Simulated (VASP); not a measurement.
Wanted: the native input for a VASP 6.6.1 run.

* Task: single point
* Functional: PBEsol
* Potentials or basis: VASP PAW PBE potentials, release 64 (Hf_pv, O)
* Cutoff: 520 eV
* k mesh: 8 × 8 × 8
* Occupations: gaussian, width 0.05 eV
* Spin: no spin polarisation
* Dipole correction: no
* Further INCAR settings: ALGO = Normal; EDIFF = 1e-06; NBANDS = 18

The structure of HfO2 lies in POSCAR:

```
HfO2
1.0
   -0.1952417029      2.3827737399      2.3827737399
    2.3827737399     -0.1952417029      2.3827737399
    2.3827737399      2.3827737399     -0.1952417029
Hf O
1 2
Direct
    0.0000000000      0.0000000000      0.0000000000
    0.2500000000      0.2500000000      0.2500000000
    0.7500000000      0.7500000000      0.7500000000
```

One way to write it, as run:

INCAR

```
PREC = Accurate
ENCUT = 520
EDIFF = 1E-6
ISMEAR = 0
SIGMA = 0.05
LREAL = F
LASPH = T
NELM = 100
ALGO = Normal
ISIF = 2
LWAVE = F
LCHARG = F
GGA = PS
NBANDS = 18
```

KPOINTS

```
Automatic mesh
0
Gamma
  8 8 8
```

Potentials or basis: VASP PAW PBE potentials, release 64 (Hf_pv, O).

Command:

```sh
$ cat potpaw_PBE.64/Hf_pv/POTCAR potpaw_PBE.64/O/POTCAR > POTCAR
$ mpirun -np 1 vasp_std > vasp.out
```

It gave:

```
Pressure               : 18.5 GPa
Largest force          : 2.236 eV/Å
Band gap on the k mesh : 4.01 eV, direct
```

Caveat: the PAW data sets were made with another functional, which shifts forces and pressure a little; spin-orbit coupling is left out, which moves the levels of the heavy elements.

It took 43 s on 1 thread of Intel(R) Xeon(R) Platinum 8259CL CPU @ 2.50GHz (Skylake/Cascade Lake) (shared host), peak memory 0.18 GiB.
